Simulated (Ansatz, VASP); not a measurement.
**Two plane-wave programs on Ta2N**

```
Ta N
1.0
     3.07330    0.00000    0.00000
    -1.53665    2.63494    0.00000
     0.00000    0.00000    4.89543
Ta N
2 1
Cartesian
  1.5366 0.8783 3.6372
  0.0000 1.7566 1.2583
  0.0000 0.0000 0.0000
```

Change from the starting cell: strain -0.0100 x Voigt [0, 1, 0, 0, 0, 0], atoms carried along.

Alike in both runs: task single point; functional r2SCAN; k mesh 18 × 18 × 10; occupations gaussian, width 0.15 eV; no spin polarisation.

```csv
,VASP,Ansatz
version,VASP 6.6.1,Ansatz 0.2.0
potentials or method,"VASP PAW PBE potentials, release 64 (Ta_pv, N), cutoff 520 eV","scalar-relativistic, plane waves, PAW"
valence electrons in the cell,27,31
```

```tsv
	VASP	Ansatz	Ansatz less VASP
gap on the k mesh at the Fermi level (eV)	none	none	-
pressure (GPa)	4.3	3.1	-1.15
traceless stress, the component that is largest in VASP (GPa)	1.98	1.92	-0.062
rms of the force components (eV/Å)	0.077	0.042	-0.0355
```

VASP's potentials were made for PBE, not for r2SCAN. Atom by atom the forces differ by 0.036 eV/Å (rms over components). A gap of «none» marks a metal or a gap that the smearing closes. With one functional, cell and mesh, what is left measures potentials, basis and numerics. VASP's potentials hold 27 valence electrons a cell and Ansatz's 31, so a difference there can come from the potentials and not from the codes.

Neither program's run includes spin-orbit coupling.
